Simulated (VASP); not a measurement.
# SrO (F-43m) in VASP: notebook

The runs below take SrO through single point, with PBE.

Everything below comes from runs of VASP 6.6.1. Logs are shortened: lines on timing, memory, paths and dates and some standing lists are left out, and cuts for length are marked.

### Step 1. The cell of the first run

The structure is cubic, space group F-43m (No. 216). Conventional cell: a = 5.585 Å, b = 5.585 Å, c = 5.585 Å, α = 90.00°, β = 90.00°, γ = 90.00°. Sr (site symmetry -43m) has 4 O at 2.42 Å within 3.2 Å. Within 3.2 Å of O (site symmetry -43m) lie 4 Sr at 2.42 Å.

### Step 2. Single point, PBE

File INCAR:

```
PREC = Accurate
ENCUT = 600
EDIFF = 1E-6
ISMEAR = 0
SIGMA = 0.01
LREAL = F
LASPH = T
NELM = 120
ALGO = Normal
ISIF = 2
LWAVE = F
LCHARG = F
GGA = PE
NBANDS = 15
GGA_COMPAT = F
```

File KPOINTS:

```
Automatic mesh
0
Gamma
  4 4 4
```

File POSCAR:

```
SrO
1.0
    0.0000000000      2.7922805097      2.7922805097
    2.7922805097      0.0000000000      2.7922805097
    2.7922805097      2.7922805097      0.0000000000
Sr O
1 1
Direct
    0.0000000000      0.0000000000      0.0000000000
    0.2500000000      0.2500000000      0.2500000000
```

Potentials or basis: VASP PAW PBE potentials, release 64 (Sr_sv, O).

Started as:

```console
$ cat potpaw_PBE.64/Sr_sv/POTCAR potpaw_PBE.64/O/POTCAR > POTCAR
$ mpirun -np 1 vasp_std > vasp.out
```

OUTCAR:

```text
PREC = Accurate
   ENCUT = 600
   EDIFF = 1E-6
   ISMEAR = 0
   LREAL = F
   LASPH = T
   NELM = 120
   ISIF = 2
   GGA = PE

 ion  position               nearest neighbor table
   1  0.000  0.000  0.000-   2 2.42   2 2.42   2 2.42   2 2.42
   2  0.250  0.250  0.250-   1 2.42   1 2.42   1 2.42   1 2.42

  LATTYP: Found a face centered cubic cell.
 ALAT       =     5.5845610194

  Lattice vectors:

 A1 = (   0.0000000000,   2.7922805097,   2.7922805097)
 A2 = (   2.7922805097,   0.0000000000,   2.7922805097)
 A3 = (   2.7922805097,   2.7922805097,   0.0000000000)

Analysis of symmetry for initial positions (statically):
=====================================================================
 Subroutine PRICEL returns:
 Original cell was already a primitive cell.

 Routine SETGRP: Setting up the symmetry group for a
 face centered cubic supercell.

 Subroutine GETGRP returns: Found 24 space group operations
 (whereof 24 operations were pure point group operations)
 out of a pool of 48 trial point group operations.

The static configuration has the point symmetry T_d .

Analysis of symmetry for dynamics (positions and initial velocities):
=====================================================================
 Subroutine PRICEL returns:
 Original cell was already a primitive cell.

 Routine SETGRP: Setting up the symmetry group for a
 face centered cubic supercell.

 Subroutine GETGRP returns: Found 24 space group operations
 (whereof 24 operations were pure point group operations)
 out of a pool of 48 trial point group operations.

The dynamic configuration has the point symmetry T_d .

 Subroutine INISYM returns: Found 24 space group operations
 (whereof 24 operations are pure point group operations),
 and found     1 'primitive' translations

----------------------------------------------------------------------------------------

                                     Primitive cell

  volume of cell :      43.5419

  direct lattice vectors                    reciprocal lattice vectors
     0.000000000  2.792280510  2.792280510    -0.179065104  0.179065104  0.179065104
     2.792280510  0.000000000  2.792280510     0.179065104 -0.179065104  0.179065104
     2.792280510  2.792280510  0.000000000     0.179065104  0.179065104 -0.179065104

  length of vectors
     3.948880967  3.948880967  3.948880967     0.310149858  0.310149858  0.310149858

  position of ions in fractional coordinates (direct lattice)
     0.000000000  0.000000000  0.000000000
     0.250000000  0.250000000  0.250000000

  ion indices of the primitive-cell ions
   primitive index   ion index
                 1           1
                 2           2

[... 67 lines left out ...]
   EMIN   =  10.00;   EMAX   =-10.00  energy-range for DOS
   EFERMI =   0.00;   METHOD = LEGACY
   ISMEAR =     0;   SIGMA  =   0.01  broadening in eV -4-tet -1-fermi 0-gaus
   EFERMI_NEDOS =   21; number of points for ismear=-14 and -15
   IALGO  =     38    algorithm
   IMIX   =      4    mixing-type and parameters
     AMIX     =   0.40;   BMIX     =  1.00
     AMIX_MAG =   1.60;   BMIX_MAG =  1.00
  volume/ion in A,a.u.               =      21.77       146.92
  Fermi-wavevector in a.u.,A,eV,Ry     =   1.172589  2.215872 18.707531  1.374965
  Thomas-Fermi vector in A             =   2.309015
   LORBIT       =      0    0 simple, 1 ext, 2 COOP (PROOUT), +10 PAW based schemes
   GGA     = PE    functional components
   LHFCALC =     F    Hartree Fock is set to
   AEXX    =    0.0000 exact exchange contribution
   IVDW    =     0    specifies the selected vdW correction
   LEPSILON=     F    determine dielectric tensor
   LRPA    =     F    only Hartree local field effects (RPA)
 non-spin polarized calculation
 Gauss-broadening in eV      SIGMA  =   0.01
  energy-cutoff  :      600.00
  volume of cell :       43.54
 maximum number of plane-waves:      1475
   NGX = 15   NGY = 15   NGZ = 15

 number of electron      16.0000003 magnetization

 Free energy of the ion-electron system (eV)
  ---------------------------------------------------
  ext. energy  EPLUGINS =         0.00000000
  ---------------------------------------------------
  free energy    TOTEN  =       -11.76346684 eV

  energy without entropy =      -11.76346684  energy(sigma->0) =      -11.76346684

 E-fermi :   0.3398     XC(G=0):  -8.6241

 val. band max:        0.2860558540   @ k =  -0.2500   0.5000   0.2500
 cond. band min:       2.8115758518   @ k =   0.0000   0.0000   0.0000
 fundamental gap:      2.5255199978
 Fermi energy:         0.3397852143

 k-point     1 :       0.0000    0.0000    0.0000
  band No.  band energies     occupation
      1     -31.9263      2.00000
      2     -14.4910      2.00000
      3     -13.8156      2.00000
      4     -13.8156      2.00000
      5     -13.8156      2.00000
      6      -0.5608      2.00000
      7      -0.5608      2.00000
      8      -0.5608      2.00000
      9       2.8116      0.00000
     10       8.3328      0.00000
     11       8.3328      0.00000
     12       9.6650      0.00000
     13       9.6650      0.00000
     14       9.6650      0.00000
[... 113 lines left out ...]
      2     -15.9218      2.00000
      3     -14.1738      2.00000
      4     -14.0494      2.00000
      5     -12.3577      2.00000
      6      -0.4226      2.00000
      7      -0.3784      2.00000
      8       0.2861      2.00000
      9       4.8631      0.00000
     10       5.9656      0.00000
     11       8.8426      0.00000
     12       9.8463      0.00000
     13      11.1472      0.00000
     14      12.1501      0.00000
     15      12.6093      0.00000

------------------------ aborting loop because EDIFF is reached ----------------------------------------

  FORCE on cell =-STRESS in cart. coord.  units (eV):
  Direction    XX          YY          ZZ          XY          YZ          ZX
  --------------------------------------------------------------------------------------
  -------------------------------------------------------------------------------------
  Total        0.3651631      0.3651631      0.3651631      0.0000000      0.0000000      0.0000000
  in kB       13.4366286     13.4366286     13.4366286      0.0000000      0.0000000      0.0000000
  external PRESSURE =      13.4366286 kB  Pullay stress =       0.0000000 kB

 VOLUME and BASIS-vectors are now :
 -----------------------------------------------------------------------------
  energy-cutoff  :      600.00
  volume of cell :       43.54
      direct lattice vectors                 reciprocal lattice vectors
     0.000000000  2.792280510  2.792280510    -0.179065104  0.179065104  0.179065104
     2.792280510  0.000000000  2.792280510     0.179065104 -0.179065104  0.179065104
     2.792280510  2.792280510  0.000000000     0.179065104  0.179065104 -0.179065104

 POSITION                                       TOTAL-FORCE (eV/Angst)
 -----------------------------------------------------------------------------------
      0.00000      0.00000      0.00000        -0.000000     -0.000000     -0.000000
      1.39614      1.39614      1.39614         0.000000      0.000000      0.000000
 -----------------------------------------------------------------------------------
    total drift:                               -0.000000     -0.000000     -0.000000

  FREE ENERGIE OF THE ION-ELECTRON SYSTEM (eV)
  ---------------------------------------------------
  free  energy   TOTEN  =       -11.7634668414 eV

  energy  without entropy=      -11.7634668414  energy(sigma->0) =      -11.76346684
```

Run time: 15 s. Hardware: 1 thread of AMD EPYC 7R13, shared host; peak memory 0.14 GiB.

Results:

```
Free energy            : -11.7635 eV
Pressure               : 1.3 GPa
Band gap on the k mesh : 2.53 eV, indirect (least direct gap 3.37 eV)
```

Caveat: the k points lie up to 0.49 Å⁻¹ apart.

### Step 3. Single point, PBE (volume changed by -5%)

File INCAR:

```
  PREC = Accurate
  ENCUT = 600
  EDIFF = 1E-6
  ISMEAR = 0
  SIGMA = 0.01
  LREAL = F
  LASPH = T
  NELM = 120
  ALGO = Normal
  ISIF = 2
  LWAVE = F
  LCHARG = F
  GGA = PE
  NBANDS = 15
  GGA_COMPAT = F
```

File KPOINTS:

```
regular mesh
0
Gamma
  4 4 4
```

File POSCAR:

```
SrO
1.0
    0.0000000000      2.7449445767      2.7449445767
    2.7449445767      0.0000000000      2.7449445767
    2.7449445767      2.7449445767      0.0000000000
Sr O
1 1
Direct
    0.0000000000      0.0000000000      0.0000000000
    0.2500000000      0.2500000000      0.2500000000
```

Potentials or basis: VASP PAW PBE potentials, release 64 (Sr_sv, O).

Started as:

```console
$ cat potpaw_PBE.64/Sr_sv/POTCAR potpaw_PBE.64/O/POTCAR > POTCAR
$ mpirun -np 1 vasp_std > vasp.out
```

Run time: 16 s. Hardware: 1 thread of AMD EPYC 7R13, shared host; peak memory 0.14 GiB.

The run converged. Its results:

```
Free energy            : -11.7183 eV
Pressure               : 5.1 GPa
Band gap on the k mesh : 2.66 eV, indirect (least direct gap 3.62 eV)
```

Levels at points of the mesh, in eV from the valence-band top:
| k point | band 6 | band 7 | band 8 | band 9 | band 10 | band 11 |
| --- | --- | --- | --- | --- | --- | --- |
| (0.00, 0.00, 0.00) | -0.96 | -0.96 | -0.96 | 2.66 | 8.24 | 8.24 |
| (0.50, 0.00, 0.00) | -0.72 | -0.61 | -0.61 | 5.42 | 7.39 | 7.81 |
| (0.50, 0.50, 0.00) | -1.54 | 0.00 | 0.00 | 4.68 | 5.86 | 9.94 |

Caveat: the k points lie up to 0.50 Å⁻¹ apart. A k mesh can miss the band edges.

### Step 4. Single point, PBE (volume changed by -10%)

File INCAR:

```
ALGO = Normal
EDIFF = 1E-6
ENCUT = 600
GGA = PE
GGA_COMPAT = False
ISIF = 2
ISMEAR = 0
LASPH = True
LCHARG = False
LREAL = False
LWAVE = False
NBANDS = 15
NELM = 120
PREC = Accurate
SIGMA = 0.01
```

File KPOINTS:

```
k-points
0
Gamma
  4 4 4
```

File POSCAR:

```
SrO
1.0
    0.0000000000      2.6959171909      2.6959171909
    2.6959171909      0.0000000000      2.6959171909
    2.6959171909      2.6959171909      0.0000000000
Sr O
1 1
Direct
    0.0000000000      0.0000000000      0.0000000000
    0.2500000000      0.2500000000      0.2500000000
```

Started as:

```console
$ cat potpaw_PBE.64/Sr_sv/POTCAR potpaw_PBE.64/O/POTCAR > POTCAR
$ mpirun -np 1 vasp_std > vasp.out
```

Wall time 16 s (1 thread of AMD EPYC 7R13, shared host); peak memory 0.14 GiB.

The run converged. Its results:

* Free energy: -11.6148 eV
* Pressure: 10.0 GPa
* Band gap on the k mesh: 2.80 eV, indirect (least direct gap 3.90 eV)

Levels at points of the mesh, in eV from the valence-band top:
```
           k point  band 4  band 5  band 6  band 7  band 8  band 9  band 10  band 11  band 12  band 13
(0.00, 0.00, 0.00)  -13.72  -13.72   -1.09   -1.09   -1.09    2.80     8.44     8.44     9.99     9.99
(0.50, 0.00, 0.00)  -13.85  -12.69   -0.72   -0.70   -0.70    5.56     7.65     8.01     8.01    10.55
(0.50, 0.50, 0.00)  -14.05  -12.28   -1.68    0.00    0.00    4.78     5.97    10.26    10.61    10.61
```

Caveat: the k points lie up to 0.50 Å⁻¹ apart. A k mesh can miss the band edges.

### Step 5. Single point, PBE (volume changed by +5%)

File INCAR:

```
SYSTEM = SrO
  ALGO = Normal
  EDIFF = 1E-6
  ENCUT = 600
  GGA = PE
  GGA_COMPAT = .FALSE.
  ISIF = 2
  ISMEAR = 0
  LASPH = .TRUE.
  LCHARG = .FALSE.
  LREAL = .FALSE.
  LWAVE = .FALSE.
  NBANDS = 15
  NELM = 120
  PREC = Accurate
  SIGMA = 0.01
```

File KPOINTS:

```
k-points
0
G
  4 4 4
  0 0 0
```

File POSCAR:

```
SrO
1.0
    0.0000000000      2.8380637372      2.8380637372
    2.8380637372      0.0000000000      2.8380637372
    2.8380637372      2.8380637372      0.0000000000
Sr O
1 1
Direct
    0.0000000000      0.0000000000      0.0000000000
    0.2500000000      0.2500000000      0.2500000000
```

Started as:

```console
$ cat potpaw_PBE.64/Sr_sv/POTCAR potpaw_PBE.64/O/POTCAR > POTCAR
$ mpirun -np 1 vasp_std > vasp.out
```

Run time: 18 s. Hardware: 1 thread of AMD EPYC 7R13, shared host; peak memory 0.14 GiB.

Results (log left out):

```yaml
Free_energy: -11.7628 eV
Pressure: -1.6 GPa
Band_gap_on_the_k_mesh: 2.40 eV, indirect (least direct gap 3.15 eV)
```

Levels at points of the mesh, in eV from the valence-band top:
| k point | band 5 | band 6 | band 7 | band 8 | band 9 | band 10 | band 11 | band 12 |
| --- | --- | --- | --- | --- | --- | --- | --- | --- |
| (0.00, 0.00, 0.00) | -14.29 | -0.75 | -0.75 | -0.75 | 2.40 | 7.86 | 7.86 | 9.09 |
| (0.50, 0.00, 0.00) | -13.23 | -0.71 | -0.47 | -0.47 | 5.15 | 6.91 | 7.42 | 7.42 |
| (0.50, 0.50, 0.00) | -12.95 | -1.31 | -0.01 | -0.01 | 4.47 | 5.63 | 9.34 | 9.64 |

Caveat: the k points lie up to 0.48 Å⁻¹ apart. A k mesh can miss the band edges.

### Step 6. Single point, PBE (volume changed by +10%)

File INCAR:

```
SYSTEM = SrO
PREC = Accurate
ENCUT = 600
EDIFF = 1E-6
ISMEAR = 0
SIGMA = 0.01
LREAL = .FALSE.
LASPH = .TRUE.
NELM = 120
ALGO = Normal
ISIF = 2
LWAVE = .FALSE.
LCHARG = .FALSE.
GGA = PE
NBANDS = 15
GGA_COMPAT = .FALSE.
```

File KPOINTS:

```
regular mesh
0
G
  4 4 4
  0 0 0
```

File POSCAR:

```
SrO
1.0
    0.0000000000      2.8824156469      2.8824156469
    2.8824156469      0.0000000000      2.8824156469
    2.8824156469      2.8824156469      0.0000000000
Sr O
1 1
Direct
    0.0000000000      0.0000000000      0.0000000000
    0.2500000000      0.2500000000      0.2500000000
```

Potentials or basis: VASP PAW PBE potentials, release 64 (Sr_sv, O).

Started as:

```console
$ cat potpaw_PBE.64/Sr_sv/POTCAR potpaw_PBE.64/O/POTCAR > POTCAR
$ mpirun -np 1 vasp_std > vasp.out
```

Run time: 26 s. Hardware: 1 thread of AMD EPYC 7R13, shared host; peak memory 0.17 GiB.

It converged, with:

```
Free energy            : -11.7268 eV
Pressure               : -3.9 GPa
Band gap on the k mesh : 2.28 eV, indirect (least direct gap 2.94 eV)
```

Levels at points of the mesh, in eV from the valence-band top:
```csv
k point,band 6,band 7,band 8,band 9,band 10,band 11
"(0.00, 0.00, 0.00)",-0.67,-0.67,-0.67,2.28,7.67,7.67
"(0.50, 0.00, 0.00)",-0.70,-0.41,-0.41,5.02,6.69,7.24
"(0.50, 0.50, 0.00)",-1.22,-0.01,-0.01,4.38,5.52,9.07
```

Caveat: the k points lie up to 0.47 Å⁻¹ apart. A k mesh can miss the band edges.

### Step 7. Summary

| cell | gap on the mesh (eV) | pressure (GPa) |
| --- | --- | --- |
| a = 3.949 Å, angles 60.0°, 2 atoms | 2.53 | 1.3 |
| a = 3.882 Å, angles 60.0°, 2 atoms | 2.66 | 5.1 |
| a = 3.813 Å, angles 60.0°, 2 atoms | 2.80 | 10.0 |
| a = 4.014 Å, angles 60.0°, 2 atoms | 2.40 | -1.6 |
| a = 4.076 Å, angles 60.0°, 2 atoms | 2.28 | -3.9 |

Alike in all rows: task single point; level PBE; potentials or basis VASP PAW PBE potentials, release 64 (Sr_sv, O); no spin polarisation; k mesh 4 × 4 × 4; cutoff (eV) 600; smearing gaussian 0.01 eV.

Caveats: all runs use coarse meshes.

Absolute energies hang on the potentials; compare differences alone.
